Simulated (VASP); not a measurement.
# Mn (Pm-3m) in VASP: a series of runs

Mn is run at these levels: PBE; tasks: single point.

Program: VASP 6.6.1. These are calculated values, not measurements. Logs are shortened: lines on timing, memory, paths and dates and some standing lists are left out, and cuts for length are marked.

## Step 1: The cell of the first run

It takes space group Pm-3m (No. 221, cubic). Conventional cell: a = 2.283 Å, b = 2.283 Å, c = 2.283 Å, α = 90.00°, β = 90.00°, γ = 90.00°. Mn (site symmetry m-3m) has 6 Mn at 2.28 Å within 3.0 Å.

This isn't the form of Mn at room conditions, which is a 58-atom cubic cell.

## Step 2: Single point, PBE, collinear spin, ferromagnetic start

INCAR reads:

```
PREC = Accurate
ENCUT = 500
EDIFF = 1E-6
ISMEAR = 0
SIGMA = 0.1
LREAL = False
LASPH = True
NELM = 200
ALGO = Normal
ISIF = 2
LWAVE = False
LCHARG = False
ISPIN = 2
MAGMOM = 1.38
LORBIT = 11
LMAXMIX = 4
GGA = PE
NBANDS = 16
GGA_COMPAT = False
```

KPOINTS reads:

```
regular mesh
0
Gamma
  8 8 8
```

POSCAR reads:

```
Mn
1.0
    2.2829517406      0.0000000000      0.0000000000
    0.0000000000      2.2829517406      0.0000000000
    0.0000000000      0.0000000000      2.2829517406
Mn
1
Direct
    0.0000000000      0.0000000000      0.0000000000
```

Potentials or basis: VASP PAW PBE potentials, release 64 (Mn_pv).

Launch:

```
cat potpaw_PBE.64/Mn_pv/POTCAR > POTCAR
mpirun -np 1 vasp_std > vasp.out
```

OUTCAR:

```text
PREC = Accurate
   ENCUT = 500
   EDIFF = 1E-6
   ISMEAR = 0
   LREAL = False
   LASPH = True
   NELM = 200
   ISIF = 2
   ISPIN = 2
   LORBIT = 11
   GGA = PE

 ion  position               nearest neighbor table
   1  0.000  0.000  0.000-

  LATTYP: Found a simple cubic cell.
 ALAT       =     2.2829517406

  Lattice vectors:

 A1 = (   2.2829517406,   0.0000000000,   0.0000000000)
 A2 = (   0.0000000000,   2.2829517406,   0.0000000000)
 A3 = (   0.0000000000,   0.0000000000,   2.2829517406)

Analysis of symmetry for initial positions (statically):
=====================================================================
 Subroutine PRICEL returns:
 Original cell was already a primitive cell.

 Routine SETGRP: Setting up the symmetry group for a
 simple cubic supercell.

 Subroutine GETGRP returns: Found 48 space group operations
 (whereof 48 operations were pure point group operations)
 out of a pool of 48 trial point group operations.

The static configuration has the point symmetry O_h .

Analysis of symmetry for dynamics (positions and initial velocities):
=====================================================================
 Subroutine PRICEL returns:
 Original cell was already a primitive cell.

 Routine SETGRP: Setting up the symmetry group for a
 simple cubic supercell.

 Subroutine GETGRP returns: Found 48 space group operations
 (whereof 48 operations were pure point group operations)
 out of a pool of 48 trial point group operations.

The dynamic configuration has the point symmetry O_h .

Analysis of structural, dynamic, and magnetic symmetry:
=====================================================================
 Subroutine PRICEL returns:
 Original cell was already a primitive cell.

 Routine SETGRP: Setting up the symmetry group for a
 simple cubic supercell.

 Subroutine GETGRP returns: Found 48 space group operations
 (whereof 48 operations were pure point group operations)
 out of a pool of 48 trial point group operations.

The overall configuration has the point symmetry O_h .

 Subroutine INISYM returns: Found 48 space group operations
 (whereof 48 operations are pure point group operations),
 and found     1 'primitive' translations

----------------------------------------------------------------------------------------

                                     Primitive cell

  volume of cell :      11.8984

  direct lattice vectors                    reciprocal lattice vectors
     2.282951741  0.000000000  0.000000000     0.438029408  0.000000000  0.000000000
     0.000000000  2.282951741  0.000000000     0.000000000  0.438029408  0.000000000
     0.000000000  0.000000000  2.282951741     0.000000000  0.000000000  0.438029408

  length of vectors
     2.282951741  2.282951741  2.282951741     0.438029408  0.438029408  0.438029408

  position of ions in fractional coordinates (direct lattice)
     0.000000000  0.000000000  0.000000000

  ion indices of the primitive-cell ions
   primitive index   ion index
                 1           1

----------------------------------------------------------------------------------------

 KPOINTS: regular mesh

Automatic generation of k-mesh.
 Grid dimensions read from file:
 generate k-points for:    8    8    8

 Generating k-lattice:

  Cartesian coordinates                     Fractional coordinates (reciprocal lattice)
     0.054753676  0.000000000  0.000000000     0.125000000  0.000000000  0.000000000
     0.000000000  0.054753676  0.000000000     0.000000000  0.125000000  0.000000000
     0.000000000  0.000000000  0.054753676     0.000000000  0.000000000  0.125000000

  Length of vectors
     0.054753676  0.054753676  0.054753676

  Shift w.r.t. Gamma in fractional coordinates (k-lattice)
     0.000000000  0.000000000  0.000000000

 Subroutine IBZKPT returns following result:
 ===========================================

 Found     35 irreducible k-points:

 Following reciprocal coordinates:
            Coordinates               Weight
  0.000000  0.000000  0.000000      1.000000
  0.125000  0.000000  0.000000      6.000000
  0.250000  0.000000  0.000000      6.000000
  0.375000  0.000000  0.000000      6.000000
  0.500000  0.000000  0.000000      3.000000
  0.125000  0.125000  0.000000     12.000000
[... 16 lines left out ...]
  0.375000  0.375000  0.125000     24.000000
  0.500000  0.375000  0.125000     24.000000
 [... further k-points ...]
   k-points           NKPTS =     35   k-points in BZ     NKDIM =     35   number of bands    NBANDS=     16
   number of dos      NEDOS =    301   number of ions     NIONS =      1
   total plane-waves  NPLWV =   5832
   dimension x,y,z NGX =    18 NGY =   18 NGZ =   18
   dimension x,y,z NGXF=    36 NGYF=   36 NGZF=   36
   ions per type =               1
   NGX,Y,Z   is equivalent  to a cutoff of  13.11, 13.11, 13.11 a.u.
   NGXF,Y,Z  is equivalent  to a cutoff of  26.22, 26.22, 26.22 a.u.
 SYSTEM =  unknown system
   PREC   = accura    normal or accurate (medium, high low for compatibility)
   ISTART =      0    job   : 0-new  1-cont  2-samecut
   ICHARG =      2    charge: 1-file 2-atom 10-const
   ISPIN  =      2    spin polarized calculation?
   LNONCOLLINEAR =      F non collinear calculations
   LSORBIT =      F    spin-orbit coupling
   LASPH  =      T    aspherical Exc in radial PAW
   ENCUT  =  500.0 eV  36.75 Ry    6.06 a.u.   4.16  4.16  4.16*2*pi/ulx,y,z
   NELM   =    200;   NELMIN=  2; NELMDL= -5     # of ELM steps
   EDIFF  = 0.1E-05   stopping-criterion for ELM
   LREAL  =      F    real-space projection
   EDIFFG = 0.1E-04   stopping-criterion for IOM
   NSW    =      0    number of steps for IOM
   IBRION =     -1    ionic relax: 0-MD 1-quasi-New 2-CG
   NFREE  =      0    steps in history (QN), initial steepest desc. (CG)
   ISIF   =      2    stress and relaxation
   ISYM   =      2    0-nonsym 1-usesym 2-fastsym
   POTIM  = 0.5000    time-step for ionic-motion
   TEBEG  =    0.0;   TEEND  =   0.0 temperature during run
   PSTRESS=    0.0 pullay stress
   NELECT =      13.0000    total number of electrons
   NUPDOWN=      -1.0000    fix difference up-down
   EMIN   =  10.00;   EMAX   =-10.00  energy-range for DOS
   EFERMI =   0.00;   METHOD = LEGACY
   ISMEAR =     0;   SIGMA  =   0.10  broadening in eV -4-tet -1-fermi 0-gaus
   EFERMI_NEDOS =   21; number of points for ismear=-14 and -15
   IALGO  =     38    algorithm
   IMIX   =      4    mixing-type and parameters
     AMIX     =   0.40;   BMIX     =  1.00
     AMIX_MAG =   1.60;   BMIX_MAG =  1.00
  volume/ion in A,a.u.               =      11.90        80.29
  Fermi-wavevector in a.u.,A,eV,Ry     =   1.686136  3.186335 38.682097  2.843054
  Thomas-Fermi vector in A             =   2.768855
   LORBIT       =     11    0 simple, 1 ext, 2 COOP (PROOUT), +10 PAW based schemes
   GGA     = PE    functional components
   LHFCALC =     F    Hartree Fock is set to
   AEXX    =    0.0000 exact exchange contribution
   IVDW    =     0    specifies the selected vdW correction
   LEPSILON=     F    determine dielectric tensor
   LRPA    =     F    only Hartree local field effects (RPA)
 spin polarized calculation
 Gauss-broadening in eV      SIGMA  =   0.10
  energy-cutoff  :      500.00
  volume of cell :       11.90
 maximum number of plane-waves:       320
 NGX is ok and might be reduce to    18
   NGX =  9   NGY =  9   NGZ =  9

 number of electron      13.0000024 magnetization       0.0002903

 Free energy of the ion-electron system (eV)
  ---------------------------------------------------
  ext. energy  EPLUGINS =         0.00000000
  ---------------------------------------------------
  free energy    TOTEN  =        -8.08300166 eV

  energy without entropy =       -8.07399518  energy(sigma->0) =       -8.07849842

 E-fermi :   9.4050     XC(G=0): -13.2907

 val. band max:        9.3859374913   @ k =   0.2500   0.2500   0.1250
 cond. band min:       9.4804292577   @ k =   0.5000   0.5000   0.2500
 fundamental gap:      0.0944917664
 Fermi energy:         9.4049682240

 spin component 1

 k-point     1 :       0.0000    0.0000    0.0000
  band No.  band energies     occupation
      1     -38.2739      1.00000
      2     -38.2739      1.00000
      3     -38.2739      1.00000
      4       1.4696      1.00000
      5       5.7870      1.00000
      6       5.7870      1.00000
[... 8 lines left out ...]
     15      38.4434      0.00000
     16      41.8668      0.00000

 k-point     2 :       0.1250    0.0000    0.0000
  band No.  band energies     occupation
      1     -38.4051      1.00000
      2     -38.2626      1.00000
      3     -38.2626      1.00000
      4       1.9714      1.00000
      5       5.8865      1.00000
      6       6.1219      1.00000
[... 8 lines left out ...]
     15      40.5064      0.00000
     16      42.6330      0.00000

 k-point     3 :       0.2500    0.0000    0.0000
  band No.  band energies     occupation
      1     -38.7164      1.00000
      2     -38.2355      1.00000
      3     -38.2355      1.00000
      4       3.3072      1.00000
      5       6.1343      1.00000
      6       6.9982      1.00000
[... 8 lines left out ...]
     15      41.1904      0.00000
     16      45.2160      0.00000

 k-point     4 :       0.3750    0.0000    0.0000
  band No.  band energies     occupation
      1     -39.0205      1.00000
      2     -38.2083      1.00000
      3     -38.2083      1.00000
      4       4.9590      1.00000
      5       6.3938      1.00000
      6       7.9831      1.00000
[... 8 lines left out ...]
     15      41.0311      0.00000
     16      43.0707      0.00000
[... 324 lines left out ...]
 k-point    22 :       0.5000    0.2500    0.1250
  band No.  band energies     occupation
      1     -39.0659      1.00000
      2     -38.6020      1.00000
      3     -38.2814      1.00000
      4       5.8916      1.00000
      5       7.2794      1.00000
      6       8.5615      1.00000
[... 8 lines left out ...]
     15      41.2733      0.00000
     16      42.6209      0.00000

 k-point    23 :       0.3750    0.3750    0.1250
  band No.  band energies     occupation
      1     -38.9116      1.00000
      2     -38.8989      1.00000
      3     -38.2654      1.00000
      4       5.2739      1.00000
      5       7.4510      1.00000
      6       9.0071      1.00000
[... 8 lines left out ...]
     15      40.4415      0.00000
     16      41.3853      0.00000

 k-point    24 :       0.5000    0.3750    0.1250
  band No.  band energies     occupation
      1     -39.0229      1.00000
      2     -38.8882      1.00000
      3     -38.2537      1.00000
      4       5.0541      1.00000
      5       7.6397      1.00000
      6       8.7822      1.00000
[... 8 lines left out ...]
     15      39.8995      0.00000
     16      41.1654      0.00000

 [... further k-points ...]

 spin component 2

 k-point     1 :       0.0000    0.0000    0.0000
  band No.  band energies     occupation
      1     -38.2736      1.00000
      2     -38.2736      1.00000
      3     -38.2736      1.00000
      4       1.4697      1.00000
      5       5.7872      1.00000
      6       5.7872      1.00000
[... 8 lines left out ...]
     15      38.4435      0.00000
     16      41.8672      0.00000

 k-point     2 :       0.1250    0.0000    0.0000
  band No.  band energies     occupation
      1     -38.4048      1.00000
      2     -38.2623      1.00000
      3     -38.2623      1.00000
      4       1.9715      1.00000
      5       5.8867      1.00000
      6       6.1221      1.00000
[... 8 lines left out ...]
     15      40.5067      0.00000
     16      42.6332      0.00000

 k-point     3 :       0.2500    0.0000    0.0000
  band No.  band energies     occupation
      1     -38.7161      1.00000
      2     -38.2352      1.00000
      3     -38.2352      1.00000
      4       3.3072      1.00000
      5       6.1345      1.00000
      6       6.9984      1.00000
[... 8 lines left out ...]
     15      41.1908      0.00000
     16      45.2161      0.00000

 k-point     4 :       0.3750    0.0000    0.0000
  band No.  band energies     occupation
      1     -39.0202      1.00000
      2     -38.2080      1.00000
      3     -38.2080      1.00000
      4       4.9591      1.00000
      5       6.3940      1.00000
      6       7.9832      1.00000
[... 8 lines left out ...]
     15      41.0316      0.00000
     16      43.0708      0.00000
[... 324 lines left out ...]
 k-point    22 :       0.5000    0.2500    0.1250
  band No.  band energies     occupation
      1     -39.0656      1.00000
      2     -38.6018      1.00000
      3     -38.2811      1.00000
      4       5.8918      1.00000
      5       7.2796      1.00000
      6       8.5617      1.00000
[... 8 lines left out ...]
     15      41.2738      0.00000
     16      42.6209      0.00000

 k-point    23 :       0.3750    0.3750    0.1250
  band No.  band energies     occupation
      1     -38.9113      1.00000
      2     -38.8986      1.00000
      3     -38.2651      1.00000
      4       5.2741      1.00000
      5       7.4513      1.00000
      6       9.0073      1.00000
[... 8 lines left out ...]
     15      40.4417      0.00000
     16      41.3857      0.00000

 k-point    24 :       0.5000    0.3750    0.1250
  band No.  band energies     occupation
      1     -39.0226      1.00000
      2     -38.8879      1.00000
      3     -38.2534      1.00000
      4       5.0543      1.00000
      5       7.6399      1.00000
      6       8.7825      1.00000
[... 8 lines left out ...]
     15      39.8995      0.00000
     16      41.1658      0.00000

 [... further k-points ...]
[... 5 lines left out ...]
  --------------------------------------------------------------------------------------
  -------------------------------------------------------------------------------------
  Total        0.0042652      0.0042652      0.0042652      0.0000000      0.0000000     -0.0000000
  in kB        0.5743279      0.5743279      0.5743279      0.0000000      0.0000000     -0.0000000
  external PRESSURE =       0.5743279 kB  Pullay stress =       0.0000000 kB

 VOLUME and BASIS-vectors are now :
 -----------------------------------------------------------------------------
  energy-cutoff  :      500.00
  volume of cell :       11.90
      direct lattice vectors                 reciprocal lattice vectors
     2.282951741  0.000000000  0.000000000     0.438029408  0.000000000  0.000000000
     0.000000000  2.282951741  0.000000000     0.000000000  0.438029408  0.000000000
     0.000000000  0.000000000  2.282951741     0.000000000  0.000000000  0.438029408

 POSITION                                       TOTAL-FORCE (eV/Angst)
 -----------------------------------------------------------------------------------
      0.00000      0.00000      0.00000         0.000000      0.000000      0.000000
 -----------------------------------------------------------------------------------
    total drift:                                0.000000      0.000000      0.000000

  FREE ENERGIE OF THE ION-ELECTRON SYSTEM (eV)
  ---------------------------------------------------
  free  energy   TOTEN  =        -8.0830016565 eV

  energy  without entropy=       -8.0739951765  energy(sigma->0) =       -8.07849842

 total charge

# of ion       s       p       d       tot
------------------------------------------
    1        0.422   6.316   5.263  12.001

 magnetization (x)

# of ion       s       p       d       tot
------------------------------------------
    1       -0.000   0.000   0.000   0.000
```

Wall time 7.1 s (1 thread of Intel Xeon 6975P-C (Granite Rapids), shared host); peak memory 0.13 GiB.

Results:

```yaml
Free_energy: -8.0830 eV
Pressure: 0.1 GPa
Net_moment: 0.00 μB per cell
Valence_electrons_inside_the_program's_atomic_spheres: Mn 12.00
```

[end of part 1 of 2]
